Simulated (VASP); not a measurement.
# HfPd2N4 (P-3m1) in VASP: single point with PBE

Aim: the single point of HfPd2N4 with PBE.

Program: VASP 6.6.1. These are calculated values, not measurements. Logs are shortened: lines on timing, memory, paths and dates and some standing lists are left out, and cuts for length are marked.

## 1. The cell of the first run

The structure is trigonal, space group P-3m1 (No. 164). Conventional cell: a = 3.119 Å, b = 3.119 Å, c = 9.856 Å, α = 90.00°, β = 90.00°, γ = 120.00°. Within 2.9 Å of Hf (site symmetry -3m) lie 6 N at 2.19 Å and 2 Pd at 2.81 Å. Within 2.7 Å of Pd (site symmetry 3m) lie 6 N at 2.04 to 2.39 Å. N (site symmetry 3m) has 3 Hf at 2.19 Å and 3 Pd at 2.39 Å within 2.9 Å. N (site symmetry 3m) has 3 Pd at 2.04 Å within 2.7 Å.

## 2. Single point, PBE (atoms taken out)

The input, INCAR:

```
PREC = Accurate ; ENCUT = 600
EDIFF = 1E-6 ; ISMEAR = 0
SIGMA = 0.15 ; LREAL = False
LASPH = True ; NELM = 120
ALGO = Normal ; ISIF = 2
LWAVE = False ; LCHARG = True
GGA = PE ; LELF = True
LVHAR = True ; NBANDS = 34
GGA_COMPAT = False
```

The input, KPOINTS:

```
Automatic mesh
0
Gamma
  4 4 2
```

The input, POSCAR:

```
HfPd2N4
1.0
    3.1194153399      0.0000000027      0.0000000000
   -1.5597076723      2.7014929280      0.0000000000
    0.0000000000      0.0000000000      9.8564943184
Hf Pd N
1 2 4
Direct
    0.0000000000      0.0000000000      0.0000000000
    0.0000000000      0.0000000000      0.2852387058
    0.0000000000      0.0000000000      0.7147612942
    0.3333333333      0.6666666667      0.1263033497
    0.3333333333      0.6666666667      0.6173998413
    0.6666666667      0.3333333333      0.3826001587
    0.6666666667      0.3333333333      0.8736966503
```

Potentials or basis: VASP PAW PBE potentials, release 64 (Hf_pv, Pd, N).

Run with:

```bash
> cat potpaw_PBE.64/Hf_pv/POTCAR potpaw_PBE.64/Pd/POTCAR potpaw_PBE.64/N/POTCAR > POTCAR
> mpirun -np 1 vasp_std > vasp.out
```

OUTCAR:

```text
PREC = Accurate
   ENCUT = 600
   EDIFF = 1E-6
   ISMEAR = 0
   LREAL = False
   LASPH = True
   NELM = 120
   ISIF = 2
   GGA = PE

 ion  position               nearest neighbor table
   1  0.000  0.000  0.000-   4 2.19   7 2.19   7 2.19   4 2.19   7 2.19   4 2.19   2 2.81   3 2.81

   2  0.000  0.000  0.285-   6 2.04   6 2.04   6 2.04   4 2.39   4 2.39   4 2.39   1 2.81
   3  0.000  0.000  0.715-   5 2.04   5 2.04   5 2.04   7 2.39   7 2.39   7 2.39   1 2.81
   4  0.333  0.667  0.126-   1 2.19   1 2.19   1 2.19   2 2.39   2 2.39   2 2.39
   5  0.333  0.667  0.617-   3 2.04   3 2.04   3 2.04
   6  0.667  0.333  0.383-   2 2.04   2 2.04   2 2.04
   7  0.667  0.333  0.874-   1 2.19   1 2.19   1 2.19   3 2.39   3 2.39   3 2.39

  LATTYP: Found a hexagonal cell.
 ALAT       =     3.1194153399
 C/A-ratio  =     3.1597248985

  Lattice vectors:

 A1 = (   3.1194153399,   0.0000000027,   0.0000000000)
 A2 = (  -1.5597076723,   2.7014929280,   0.0000000000)
 A3 = (   0.0000000000,   0.0000000000,   9.8564943184)

Analysis of symmetry for initial positions (statically):
=====================================================================
 Subroutine PRICEL returns:
 Original cell was already a primitive cell.

 Routine SETGRP: Setting up the symmetry group for a
 hexagonal supercell.

 Subroutine GETGRP returns: Found 12 space group operations
 (whereof 12 operations were pure point group operations)
 out of a pool of 24 trial point group operations.

The static configuration has the point symmetry D_3d.

Analysis of symmetry for dynamics (positions and initial velocities):
=====================================================================
 Subroutine PRICEL returns:
 Original cell was already a primitive cell.

 Routine SETGRP: Setting up the symmetry group for a
 hexagonal supercell.

 Subroutine GETGRP returns: Found 12 space group operations
 (whereof 12 operations were pure point group operations)
 out of a pool of 24 trial point group operations.

The dynamic configuration has the point symmetry D_3d.

 Subroutine INISYM returns: Found 12 space group operations
 (whereof 12 operations are pure point group operations),
 and found     1 'primitive' translations

----------------------------------------------------------------------------------------

                                     Primitive cell

  volume of cell :      83.0615

  direct lattice vectors                    reciprocal lattice vectors
     3.119415340  0.000000003  0.000000000     0.320572893  0.185082846  0.000000000
    -1.559707672  2.701492928  0.000000000    -0.000000000  0.370165692  0.000000000
     0.000000000  0.000000000  9.856494318     0.000000000  0.000000000  0.101455951

  length of vectors
     3.119415340  3.119415340  9.856494318     0.370165692  0.370165692  0.101455951

  position of ions in fractional coordinates (direct lattice)
     0.000000000  0.000000000  0.000000000
     0.000000000  0.000000000  0.285238706
     0.000000000  0.000000000  0.714761294
     0.333333333  0.666666667  0.126303350
     0.333333333  0.666666667  0.617399841
     0.666666667  0.333333333  0.382600159
     0.666666667  0.333333333  0.873696650

  ion indices of the primitive-cell ions
   primitive index   ion index
                 1           1
                 2           2
                 3           3
                 4           4
                 5           5
                 6           6
                 7           7

----------------------------------------------------------------------------------------

 KPOINTS: Automatic mesh

Automatic generation of k-mesh.
 Grid dimensions read from file:
 generate k-points for:    4    4    2

 Generating k-lattice:

  Cartesian coordinates                     Fractional coordinates (reciprocal lattice)
     0.080143223  0.046270712  0.000000000     0.250000000  0.000000000  0.000000000
    -0.000000000  0.092541423  0.000000000    -0.000000000  0.250000000  0.000000000
     0.000000000  0.000000000  0.050727975     0.000000000  0.000000000  0.500000000

  Length of vectors
     0.092541423  0.092541423  0.050727975

  Shift w.r.t. Gamma in fractional coordinates (k-lattice)
     0.000000000  0.000000000  0.000000000

 Subroutine IBZKPT returns following result:
 ===========================================

 Found      8 irreducible k-points:

 Following reciprocal coordinates:
            Coordinates               Weight
  0.000000  0.000000  0.000000      1.000000
  0.250000  0.000000  0.000000      6.000000
  0.500000  0.000000  0.000000      3.000000
  0.250000  0.250000  0.000000      6.000000
  0.000000  0.000000  0.500000      1.000000
  0.250000  0.000000  0.500000      6.000000
  0.500000  0.000000  0.500000      3.000000
  0.250000  0.250000  0.500000      6.000000
   k-points           NKPTS =      8   k-points in BZ     NKDIM =      8   number of bands    NBANDS=     34
   number of dos      NEDOS =    301   number of ions     NIONS =      7
   total plane-waves  NPLWV =  62720
   dimension x,y,z NGX =    28 NGY =   28 NGZ =   80
   dimension x,y,z NGXF=    56 NGYF=   56 NGZF=  160
   ions per type =               1   2   4
   NGX,Y,Z   is equivalent  to a cutoff of  14.92, 14.92, 13.49 a.u.
   NGXF,Y,Z  is equivalent  to a cutoff of  29.84, 29.84, 26.99 a.u.
 SYSTEM =  unknown system
   PREC   = accura    normal or accurate (medium, high low for compatibility)
   ISTART =      0    job   : 0-new  1-cont  2-samecut
   ICHARG =      2    charge: 1-file 2-atom 10-const
   ISPIN  =      1    spin polarized calculation?
   LNONCOLLINEAR =      F non collinear calculations
   LSORBIT =      F    spin-orbit coupling
   LASPH  =      T    aspherical Exc in radial PAW
   ENCUT  =  600.0 eV  44.10 Ry    6.64 a.u.   6.23  6.23 19.69*2*pi/ulx,y,z
   NELM   =    120;   NELMIN=  2; NELMDL= -5     # of ELM steps
   EDIFF  = 0.1E-05   stopping-criterion for ELM
   LREAL  =      F    real-space projection
   EDIFFG = 0.1E-04   stopping-criterion for IOM
   NSW    =      0    number of steps for IOM
   IBRION =     -1    ionic relax: 0-MD 1-quasi-New 2-CG
   NFREE  =      0    steps in history (QN), initial steepest desc. (CG)
   ISIF   =      2    stress and relaxation
   ISYM   =      2    0-nonsym 1-usesym 2-fastsym
   POTIM  = 0.5000    time-step for ionic-motion
   TEBEG  =    0.0;   TEEND  =   0.0 temperature during run
   PSTRESS=    0.0 pullay stress
   NELECT =      50.0000    total number of electrons
   NUPDOWN=      -1.0000    fix difference up-down
   EMIN   =  10.00;   EMAX   =-10.00  energy-range for DOS
   EFERMI =   0.00;   METHOD = LEGACY
   ISMEAR =     0;   SIGMA  =   0.15  broadening in eV -4-tet -1-fermi 0-gaus
   EFERMI_NEDOS =   21; number of points for ismear=-14 and -15
   IALGO  =     38    algorithm
   IMIX   =      4    mixing-type and parameters
     AMIX     =   0.40;   BMIX     =  1.00
     AMIX_MAG =   1.60;   BMIX_MAG =  1.00
  volume/ion in A,a.u.               =      11.87        80.08
  Fermi-wavevector in a.u.,A,eV,Ry     =   1.382287  2.612144 25.996900  1.910718
  Thomas-Fermi vector in A             =   2.506993
   LORBIT       =      0    0 simple, 1 ext, 2 COOP (PROOUT), +10 PAW based schemes
   GGA     = PE    functional components
   LHFCALC =     F    Hartree Fock is set to
   AEXX    =    0.0000 exact exchange contribution
   IVDW    =     0    specifies the selected vdW correction
   LEPSILON=     F    determine dielectric tensor
   LRPA    =     F    only Hartree local field effects (RPA)
 non-spin polarized calculation
 Gauss-broadening in eV      SIGMA  =   0.15
  energy-cutoff  :      600.00
  volume of cell :       83.06
 maximum number of plane-waves:      2799
 NGX is ok and might be reduce to    28
   NGX = 13   NGY = 13   NGZ = 39

 number of electron      50.0000003 magnetization

 Free energy of the ion-electron system (eV)
  ---------------------------------------------------
  ext. energy  EPLUGINS =         0.00000000
  ---------------------------------------------------
  free energy    TOTEN  =       -50.97793074 eV

  energy without entropy =      -50.95179000  energy(sigma->0) =      -50.96486037

 E-fermi :   6.1529     XC(G=0): -11.9388

 val. band max:        6.1502744061   @ k =   0.2500   0.0000   0.5000
 cond. band min:       6.5225918178   @ k =   0.2500   0.2500   0.5000
 fundamental gap:      0.3723174117
 Fermi energy:         6.1528613455

 k-point     1 :       0.0000    0.0000    0.0000
  band No.  band energies     occupation
      1     -23.8474      2.00000
      2     -23.3447      2.00000
      3     -23.3447      2.00000
      4      -9.1996      2.00000
      5      -8.3744      2.00000
      6      -8.2150      2.00000
[... 26 lines left out ...]
     33      11.2570      0.00000
     34      13.4117      0.00000

 k-point     2 :       0.2500    0.0000    0.0000
  band No.  band energies     occupation
      1     -23.8144      2.00000
      2     -23.7421      2.00000
      3     -23.4424      2.00000
      4      -8.4123      2.00000
      5      -7.9691      2.00000
      6      -7.7769      2.00000
[... 26 lines left out ...]
     33      12.6171      0.00000
     34      13.7080      0.00000

 k-point     3 :       0.5000    0.0000    0.0000
  band No.  band energies     occupation
      1     -24.2393      2.00000
      2     -23.6400      2.00000
      3     -23.5379      2.00000
      4      -7.8992      2.00000
      5      -7.8359      2.00000
      6      -7.5608      2.00000
[... 26 lines left out ...]
     33      13.8766      0.00000
     34      14.8824      0.00000
[... 112 lines left out ...]
 k-point     7 :       0.5000    0.0000    0.5000
  band No.  band energies     occupation
      1     -24.2393      2.00000
      2     -23.6400      2.00000
      3     -23.5379      2.00000
      4      -7.9544      2.00000
      5      -7.6912      2.00000
      6      -7.6562      2.00000
[... 26 lines left out ...]
     33      13.7584      0.00000
     34      15.0653      0.00000

 k-point     8 :       0.2500    0.2500    0.5000
  band No.  band energies     occupation
      1     -24.0717      2.00000
      2     -23.7255      2.00000
      3     -23.6387      2.00000
      4      -7.8246      2.00000
      5      -7.6540      2.00000
      6      -7.3783      2.00000
[... 26 lines left out ...]
     33      14.2604      0.00000
     34      14.7439      0.00000

------------------------ aborting loop because EDIFF is reached ----------------------------------------

  FORCE on cell =-STRESS in cart. coord.  units (eV):
  Direction    XX          YY          ZZ          XY          YZ          ZX
  --------------------------------------------------------------------------------------
  -------------------------------------------------------------------------------------
  Total       -0.7695973     -0.7695973     -0.3517434      0.0000000      0.0000000     -0.0000000
  in kB      -14.8448083    -14.8448083     -6.7848000      0.0000000      0.0000000     -0.0000000
  external PRESSURE =     -12.1581389 kB  Pullay stress =       0.0000000 kB

 VOLUME and BASIS-vectors are now :
 -----------------------------------------------------------------------------
  energy-cutoff  :      600.00
  volume of cell :       83.06
      direct lattice vectors                 reciprocal lattice vectors
     3.119415340  0.000000003  0.000000000     0.320572893  0.185082846  0.000000000
    -1.559707672  2.701492928  0.000000000    -0.000000000  0.370165692  0.000000000
     0.000000000  0.000000000  9.856494318     0.000000000  0.000000000  0.101455951

 POSITION                                       TOTAL-FORCE (eV/Angst)
 -----------------------------------------------------------------------------------
      0.00000      0.00000      0.00000        -0.000000     -0.000000      0.000000
      0.00000      0.00000      2.81145         0.000000      0.000000     -0.025378
      0.00000      0.00000      7.04504         0.000000     -0.000000      0.025378
     -0.00000      1.80100      1.24491        -0.000000     -0.000000     -0.126738
     -0.00000      1.80100      6.08540        -0.000000      0.000000     -0.021950
      1.55971      0.90050      3.77110         0.000000     -0.000000      0.021950
      1.55971      0.90050      8.61159         0.000000      0.000000      0.126738
 -----------------------------------------------------------------------------------
    total drift:                                0.000000      0.000000      0.000000

  FREE ENERGIE OF THE ION-ELECTRON SYSTEM (eV)
  ---------------------------------------------------
  free  energy   TOTEN  =       -50.9779307376 eV

  energy  without entropy=      -50.9517900017  energy(sigma->0) =      -50.96486037
```

Run time: 68 s. Hardware: 1 thread of Intel Xeon 8259CL, shared host; peak memory 0.25 GiB.

What came out:

* Free energy: -50.9779 eV
* Pressure: -1.2 GPa
* Largest force: 0.127 eV/Å
* Band gap on the k mesh: zero (bands 25 and 26 overlap by 1.12 eV)

Forces on the atoms (eV/Å):
```
Hf   0.000  0.000  0.000
Pd   0.000  0.000 -0.025
Pd   0.000  0.000  0.025
N    0.000  0.000 -0.127
N    0.000  0.000 -0.022
N    0.000  0.000  0.022
N    0.000  0.000  0.127
```

Stress tensor (GPa, compression positive):
```
-1.48  0.00  0.00
 0.00 -1.48  0.00
 0.00  0.00 -0.68
```

Levels at points of the mesh, in eV from the Fermi level:
```tsv
k point	band 23	band 24	band 25	band 26	band 27	band 28
(0.00, 0.00, 0.00)	-0.43	-0.43	0.91	1.90	1.90	2.48
(0.50, 0.00, 0.00)	-1.41	-0.96	-0.58	-0.06	1.32	1.54
(0.00, 0.00, 0.50)	-0.46	-0.35	0.59	2.08	2.08	2.29
(0.50, 0.00, 0.50)	-1.30	-1.07	-0.25	-0.21	1.28	1.34
```

Caveat: the k points lie up to 0.58 Å⁻¹ apart, too coarse for converged energies and pressures of a metal; the cell differs from its parent crystal (atoms taken out); spin-orbit coupling is left out, which moves the levels of the heavy elements.

The gap in the log of VASP goes by the Fermi energy; the results here count the filled bands.